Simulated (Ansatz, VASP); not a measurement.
**BSe: VASP beside Ansatz**

```
B Se
1.0
     0.00000    2.34733    2.34733
     2.34733    0.00000    2.34733
     2.34733    2.34733    0.00000
B Se
1 1
Direct
  0.00000 0.00000 0.00000
  0.50000 0.50000 0.50000
```

Alike in both runs: functional PBE; k mesh 6 × 6 × 6; occupations gaussian, width 0.1 eV; no spin polarisation.

Ansatz relaxed the structure, and its values are those at the end. VASP's run is a single point on that final structure, the one shown.

|  | VASP | Ansatz |
| --- | --- | --- |
| version | VASP 6.6.1 | Ansatz 0.2.0 |
| potentials or method | VASP PAW PBE potentials, release 64 (B, Se), cutoff 500 eV | scalar-relativistic, plane waves, PAW |
| valence electrons in the cell | 9 | 19 |

VASP gave:

- gap on the k mesh at the Fermi level (eV): none
- pressure (GPa): 0.1

**Question.** Estimate Ansatz's values.

**Answer.** gap on the k mesh at the Fermi level (eV): none; pressure (GPa): 0.0.

A gap of «none» marks a metal or a gap that the smearing closes. The functional is the same, so the differences come from potentials, cutoffs and numerics. VASP's potentials hold 9 valence electrons a cell and Ansatz's 19, so a difference there can come from the potentials and not from the codes.

The k mesh is coarse, so the values compare programs but aren't converged.
